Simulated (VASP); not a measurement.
# Cu (R-3) in VASP: single point with PBE

Aim: the single point of Cu with PBE.

Program: VASP 6.6.1. These are calculated values, not measurements. Logs are shortened: lines on timing, memory, paths and dates and some standing lists are left out, and cuts for length are marked.

## 1. The cell of the first run

The structure is trigonal, space group R-3 (No. 148). Conventional cell: a = 8.584 Å, b = 8.584 Å, c = 3.369 Å, α = 90.00°, β = 90.00°, γ = 120.00°. Cu (site symmetry 1) has 2 Cu at 1.65 Å within 2.2 Å.

## 2. Single point, PBE

Contents of INCAR:

```
PREC = Accurate ; ENCUT = 520
EDIFF = 1E-7 ; ISMEAR = 0
SIGMA = 0.1 ; LREAL = F
LASPH = T ; NELM = 80
ALGO = Fast ; ISIF = 2
LWAVE = F ; LCHARG = F
GGA = PE ; NBANDS = 42
```

Contents of KPOINTS:

```
Automatic mesh
0
Gamma
  6 6 6
```

Contents of POSCAR:

```
Cu
1.0
    4.2918799391      2.4779180382      1.1228651593
   -4.2918799391      2.4779180382      1.1228651593
    0.0000000000     -4.9558360763      1.1228651593
Cu
6
Direct
    0.5845000000      0.3510000000      0.2465000000
    0.2465000000      0.5845000000      0.3510000000
    0.3510000000      0.2465000000      0.5845000000
    0.4155000000      0.6490000000      0.7535000000
    0.7535000000      0.4155000000      0.6490000000
    0.6490000000      0.7535000000      0.4155000000
```

Potentials or basis: VASP PAW PBE potentials, release 64 (Cu).

Command:

```bash
$ cat potpaw_PBE.64/Cu/POTCAR > POTCAR
$ mpirun -np 1 vasp_std > vasp.out
```

OUTCAR:

```text
PREC = Accurate
   ENCUT = 520
   EDIFF = 1E-7
   ISMEAR = 0
   LREAL = F
   LASPH = T
   NELM = 80
   ISIF = 2
   GGA = PE

 ion  position               nearest neighbor table
   1  0.584  0.351  0.246-   5 1.65   6 1.65   3 2.57   2 2.57   3 2.75   2 2.75   4 2.77
   2  0.246  0.584  0.351-   4 1.65   6 1.65   3 2.57   1 2.57   3 2.75   1 2.75   5 2.77
   3  0.351  0.246  0.584-   4 1.65   5 1.65   1 2.57   2 2.57   1 2.75   2 2.75   6 2.77
   4  0.416  0.649  0.754-   2 1.65   3 1.65   6 2.57   5 2.57   6 2.75   5 2.75   1 2.77
   5  0.754  0.416  0.649-   1 1.65   3 1.65   6 2.57   4 2.57   6 2.75   4 2.75   2 2.77
   6  0.649  0.754  0.416-   1 1.65   2 1.65   4 2.57   5 2.57   4 2.75   5 2.75   3 2.77

  LATTYP: Found a trigonal (rhomboedric) cell.
 ALAT       =     5.0814503227
 COS(alpha) =    -0.4267561602

  Lattice vectors:

 A1 = (   4.2918799391,   2.4779180382,   1.1228651593)
 A2 = (  -4.2918799391,   2.4779180382,   1.1228651593)
 A3 = (   0.0000000000,  -4.9558360763,   1.1228651593)

Analysis of symmetry for initial positions (statically):
=====================================================================
 Subroutine PRICEL returns:
 Original cell was already a primitive cell.

 Routine SETGRP: Setting up the symmetry group for a
 trigonal (rhombohedral) supercell.

 Subroutine GETGRP returns: Found  6 space group operations
 (whereof  6 operations were pure point group operations)
 out of a pool of 12 trial point group operations.

The static configuration has the point symmetry S_6 .

Analysis of symmetry for dynamics (positions and initial velocities):
=====================================================================
 Subroutine PRICEL returns:
 Original cell was already a primitive cell.

 Routine SETGRP: Setting up the symmetry group for a
 trigonal (rhombohedral) supercell.

 Subroutine GETGRP returns: Found  6 space group operations
 (whereof  6 operations were pure point group operations)
 out of a pool of 12 trial point group operations.

The dynamic configuration has the point symmetry S_6 .

 Subroutine INISYM returns: Found  6 space group operations
 (whereof  6 operations are pure point group operations),
 and found     1 'primitive' translations

----------------------------------------------------------------------------------------

                                     Primitive cell

  volume of cell :      71.6495

  direct lattice vectors                    reciprocal lattice vectors
     4.291879939  2.477918038  1.122865159     0.116499065  0.067260767  0.296859628
    -4.291879939  2.477918038  1.122865159    -0.116499065  0.067260767  0.296859628
     0.000000000 -4.955836076  1.122865159     0.000000000 -0.134521533  0.296859628

  length of vectors
     5.081450323  5.081450323  5.081450323     0.325916679  0.325916679  0.325916679

  position of ions in fractional coordinates (direct lattice)
     0.584500000  0.351000000  0.246500000
     0.246500000  0.584500000  0.351000000
     0.351000000  0.246500000  0.584500000
     0.415500000  0.649000000  0.753500000
     0.753500000  0.415500000  0.649000000
     0.649000000  0.753500000  0.415500000

  ion indices of the primitive-cell ions
   primitive index   ion index
                 1           1
                 2           2
                 3           3
                 4           4
                 5           5
                 6           6

----------------------------------------------------------------------------------------

 KPOINTS: Automatic mesh

Automatic generation of k-mesh.
 Grid dimensions read from file:
 generate k-points for:    6    6    6

 Generating k-lattice:

  Cartesian coordinates                     Fractional coordinates (reciprocal lattice)
     0.019416511  0.011210128  0.049476605     0.166666667  0.000000000  0.000000000
    -0.019416511  0.011210128  0.049476605     0.000000000  0.166666667  0.000000000
     0.000000000 -0.022420256  0.049476605     0.000000000  0.000000000  0.166666667

  Length of vectors
     0.054319446  0.054319446  0.054319446

  Shift w.r.t. Gamma in fractional coordinates (k-lattice)
     0.000000000  0.000000000  0.000000000

 Subroutine IBZKPT returns following result:
 ===========================================

 Found     40 irreducible k-points:

 Following reciprocal coordinates:
            Coordinates               Weight
  0.000000  0.000000  0.000000      1.000000
  0.166667  0.000000  0.000000      6.000000
  0.333333  0.000000 -0.000000      6.000000
  0.500000  0.000000  0.000000      3.000000
  0.166667  0.166667  0.000000      6.000000
  0.333333  0.166667  0.000000      6.000000
[... 16 lines left out ...]
  0.333333  0.333333  0.166667      6.000000
  0.500000  0.333333  0.166667      6.000000
 [... further k-points ...]
   k-points           NKPTS =     40   k-points in BZ     NKDIM =     40   number of bands    NBANDS=     42
   number of dos      NEDOS =    301   number of ions     NIONS =      6
   total plane-waves  NPLWV =  64000
   dimension x,y,z NGX =    40 NGY =   40 NGZ =   40
   dimension x,y,z NGXF=    80 NGYF=   80 NGZF=   80
   ions per type =               6
   NGX,Y,Z   is equivalent  to a cutoff of  13.09, 13.09, 13.09 a.u.
   NGXF,Y,Z  is equivalent  to a cutoff of  26.17, 26.17, 26.17 a.u.
 SYSTEM =  unknown system
   PREC   = accura    normal or accurate (medium, high low for compatibility)
   ISTART =      0    job   : 0-new  1-cont  2-samecut
   ICHARG =      2    charge: 1-file 2-atom 10-const
   ISPIN  =      1    spin polarized calculation?
   LNONCOLLINEAR =      F non collinear calculations
   LSORBIT =      F    spin-orbit coupling
   LASPH  =      T    aspherical Exc in radial PAW
   ENCUT  =  520.0 eV  38.22 Ry    6.18 a.u.   9.45  9.45  9.45*2*pi/ulx,y,z
   NELM   =     80;   NELMIN=  2; NELMDL= -5     # of ELM steps
   EDIFF  = 0.1E-06   stopping-criterion for ELM
   LREAL  =      F    real-space projection
   EDIFFG = 0.1E-05   stopping-criterion for IOM
   NSW    =      0    number of steps for IOM
   IBRION =     -1    ionic relax: 0-MD 1-quasi-New 2-CG
   NFREE  =      0    steps in history (QN), initial steepest desc. (CG)
   ISIF   =      2    stress and relaxation
   ISYM   =      2    0-nonsym 1-usesym 2-fastsym
   POTIM  = 0.5000    time-step for ionic-motion
   TEBEG  =    0.0;   TEEND  =   0.0 temperature during run
   PSTRESS=    0.0 pullay stress
   NELECT =      66.0000    total number of electrons
   NUPDOWN=      -1.0000    fix difference up-down
   EMIN   =  10.00;   EMAX   =-10.00  energy-range for DOS
   EFERMI =   0.00;   METHOD = LEGACY
   ISMEAR =     0;   SIGMA  =   0.10  broadening in eV -4-tet -1-fermi 0-gaus
   EFERMI_NEDOS =   21; number of points for ismear=-14 and -15
   IALGO  =     68    algorithm
   IMIX   =      4    mixing-type and parameters
     AMIX     =   0.40;   BMIX     =  1.00
     AMIX_MAG =   1.60;   BMIX_MAG =  1.00
  volume/ion in A,a.u.               =      11.94        80.59
  Fermi-wavevector in a.u.,A,eV,Ry     =   1.592887  3.010120 34.521921  2.537290
  Thomas-Fermi vector in A             =   2.691203
   LORBIT       =      0    0 simple, 1 ext, 2 COOP (PROOUT), +10 PAW based schemes
   GGA     = PE    functional components
   LHFCALC =     F    Hartree Fock is set to
   AEXX    =    0.0000 exact exchange contribution
   IVDW    =     0    specifies the selected vdW correction
   LEPSILON=     F    determine dielectric tensor
   LRPA    =     F    only Hartree local field effects (RPA)
 non-spin polarized calculation
 RMM-DIIS sequential band-by-band and
 Gauss-broadening in eV      SIGMA  =   0.10
  energy-cutoff  :      520.00
  volume of cell :       71.65
 maximum number of plane-waves:      1961
 NGX is ok and might be reduce to    40
   NGX = 19   NGY = 19   NGZ = 19

 number of electron      66.0000002 magnetization

 Free energy of the ion-electron system (eV)
  ---------------------------------------------------
  ext. energy  EPLUGINS =         0.00000000
  ---------------------------------------------------
  free energy    TOTEN  =         7.99142200 eV

  energy without entropy =        7.99920241  energy(sigma->0) =        7.99531220

 E-fermi :   7.7413     XC(G=0): -12.2969

 val. band max:        7.7410762894   @ k =  -0.3333   0.3333   0.0000
 cond. band min:       7.7521981354   @ k =  -0.3333   0.5000   0.1667
 fundamental gap:      0.0111218460
 Fermi energy:         7.7412531422

 k-point     1 :       0.0000    0.0000    0.0000
  band No.  band energies     occupation
      1      -1.5770      2.00000
      2       0.0684      2.00000
      3       0.9854      2.00000
      4       0.9854      2.00000
      5       1.0400      2.00000
      6       1.1788      2.00000
[... 34 lines left out ...]
     41      16.7698      0.00000
     42      17.6135      0.00000

 k-point     2 :       0.1667    0.0000    0.0000
  band No.  band energies     occupation
      1      -1.1807      2.00000
      2       0.1026      2.00000
      3       0.9703      2.00000
      4       1.0288      2.00000
      5       1.0895      2.00000
      6       1.1735      2.00000
[... 34 lines left out ...]
     41      19.1595      0.00000
     42      19.3461      0.00000

 k-point     3 :       0.3333    0.0000   -0.0000
  band No.  band energies     occupation
      1      -0.3840      2.00000
      2       0.4277      2.00000
      3       0.9830      2.00000
      4       1.0726      2.00000
      5       1.1077      2.00000
      6       1.1746      2.00000
[... 897 lines left out ...]
      4       0.9259      2.00000
      5       1.0807      2.00000
      6       1.1282      2.00000
[... 34 lines left out ...]
     41      17.5678      0.00000
     42      17.9596      0.00000

 k-point    24 :       0.5000    0.3333    0.1667
  band No.  band energies     occupation
      1      -0.4868      2.00000
      2       0.3986      2.00000
      3       0.8920      2.00000
      4       0.9750      2.00000
      5       1.0114      2.00000
      6       1.1498      2.00000
[... 34 lines left out ...]
     41      17.1145      0.00000
     42      17.8071      0.00000

 [... further k-points ...]

------------------------ aborting loop because EDIFF is reached ----------------------------------------

  FORCE on cell =-STRESS in cart. coord.  units (eV):
  Direction    XX          YY          ZZ          XY          YZ          ZX
  --------------------------------------------------------------------------------------
  -------------------------------------------------------------------------------------
  Total       81.4734826     81.4734826     34.1587188      0.0000002      0.0000000     -0.0000000
  in kB     1821.8537236   1821.8537236    763.8336676      0.0000034      0.0000000     -0.0000000
  external PRESSURE =    1469.1803716 kB  Pullay stress =       0.0000000 kB

 VOLUME and BASIS-vectors are now :
 -----------------------------------------------------------------------------
  energy-cutoff  :      520.00
  volume of cell :       71.65
      direct lattice vectors                 reciprocal lattice vectors
     4.291879939  2.477918038  1.122865159     0.116499065  0.067260767  0.296859628
    -4.291879939  2.477918038  1.122865159    -0.116499065  0.067260767  0.296859628
     0.000000000 -4.955836076  1.122865159     0.000000000 -0.134521533  0.296859628

 POSITION                                       TOTAL-FORCE (eV/Angst)
 -----------------------------------------------------------------------------------
      1.00215      1.09648      1.32723        13.143802     14.345646    -17.996859
     -1.45066      0.31965      1.32723       -18.995595      4.210043    -17.996859
      0.44850     -1.41613      1.32723         5.851793    -18.555689    -17.996859
     -1.00215     -1.09648      2.04137       -13.143802    -14.345646     17.996859
      1.45066     -0.31965      2.04137        18.995595     -4.210043     17.996859
     -0.44850      1.41613      2.04137        -5.851793     18.555689     17.996859
 -----------------------------------------------------------------------------------
    total drift:                               -0.000000     -0.000000     -0.000000

  FREE ENERGIE OF THE ION-ELECTRON SYSTEM (eV)
  ---------------------------------------------------
  free  energy   TOTEN  =         7.9914219953 eV

  energy  without entropy=        7.9992024091  energy(sigma->0) =        7.99531220
```

Run time: 2.1 min. Hardware: 1 thread of AMD EPYC 9R45 (Zen 5), shared host; peak memory 0.24 GiB.

Results:

```yaml
Free_energy: 7.9914 eV
Pressure: 146.9 GPa
Largest_force: 26.504 eV/Å
Band_gap_on_the_k_mesh: zero (band 33 reaches 8.49 eV, above the bottom of band 34 at 7.01 eV)
```

Forces on the atoms (eV/Å):
```
Cu   13.144  14.346 -17.997
Cu  -18.996   4.210 -17.997
Cu    5.852 -18.556 -17.997
Cu  -13.144 -14.346  17.997
Cu   18.996  -4.210  17.997
Cu   -5.852  18.556  17.997
```

Caveat: forces of over 1 eV/Å act on the atoms, so gaps and moduli don't describe the material at rest.
